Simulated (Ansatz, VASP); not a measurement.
## BiRuO4: VASP beside Ansatz

INCAR

```
ALGO = Normal
EDIFF = 1E-6
ENCUT = 520
GGA = PE
ISIF = 2
ISMEAR = 0
ISPIN = 2
LASPH = True
LCHARG = False
LMAXMIX = 4
LORBIT = 11
LREAL = False
LWAVE = False
MAGMOM = 0 1 0 0 0 0
NBANDS = 40
NELM = 150
PREC = Accurate
SIGMA = 0.1
```

Contents of KPOINTS:

```
k-points
0
Gamma
  4 4 4
```

File POSCAR:

```
BiRuO4
1.0
    0.0000000000      3.3617636300      3.3617636300
    3.3617636300      0.0000000000      3.3617636300
    3.3617636300      3.3617636300      0.0000000000
Bi Ru O
1 1 4
Direct
    0.2500000000      0.2500000000      0.2500000000
    0.0000000000      0.0000000000      0.0000000000
    0.1283622400      0.6238792500      0.6238792500
    0.6238792500      0.1283622400      0.6238792500
    0.6238792500      0.6238792500      0.1283622400
    0.6238792500      0.6238792500      0.6238792500
```

Input for Ansatz:

```yaml
crystal:
  lattice:
    - [0.0, 3.36176363, 3.36176363]
    - [3.36176363, 0.0, 3.36176363]
    - [3.36176363, 3.36176363, 0.0]
  atoms:
    - { symbol: Bi, position: [0.25, 0.25, 0.25] }
    - { symbol: Ru, position: [0.0, 0.0, 0.0], spin: 1.0 }
    - { symbol: O, position: [0.12836224, 0.62387925, 0.62387925] }
    - { symbol: O, position: [0.62387925, 0.12836224, 0.62387925] }
    - { symbol: O, position: [0.62387925, 0.62387925, 0.12836224] }
    - { symbol: O, position: [0.62387925, 0.62387925, 0.62387925] }
basis:
  ecutwfc: 420
kpoints:
  mp_grid: { grid: [4, 4, 4] }
hamiltonian:
  xc: pbe
scf:
  occupations: { method: gaussian, width: 0.1 }
  lower_state_search: "off"
output:
  forces: true
  stress: true
  eigenvalues: true
  populations: true
magnetization:
  spin_polarized: true
```

Change from the starting cell: species swapped into the HoCdNi4 type (F-43m, No. 216).

Alike in both runs: task single point; functional PBE; k mesh 4 × 4 × 4; occupations gaussian, width 0.1 eV; collinear spin.

|  | VASP | Ansatz |
| --- | --- | --- |
| version | VASP 6.6.1 | Ansatz 0.2.0 |
| potentials or method | VASP PAW PBE potentials, release 64 (Bi_d, Ru_pv, O), cutoff 520 eV | scalar-relativistic, plane waves, PAW |
| valence electrons in the cell | 53 | 55 |

|  | VASP | Ansatz | Ansatz less VASP |
| --- | --- | --- | --- |
| gap on the k mesh at the Fermi level (eV) | none | none | - |
| pressure (GPa) | -12.2 | -3.5 | +8.68 |
| rms of the force components (eV/Å) | 0.064 | 0.076 | +0.0115 |
| net moment per atom (μB) | 0.00 | 1.17 | +1.166 |
| size of the moment on the site where the two differ most (μB) | 0.00 | 2.29 | +2.285 |

The net moments are unlike, so the other rows may belong to different states. Site moments also hang on the region over which each program counts them. Atom by atom the forces differ by 0.012 eV/Å (rms over components). A gap of «none» marks a metal or a gap that the smearing closes. VASP's potentials hold 53 valence electrons a cell and Ansatz's 55, so a difference there can come from the potentials and not from the codes.

The k mesh is coarse, so the values compare programs but aren't converged. Spin-orbit coupling is off throughout.
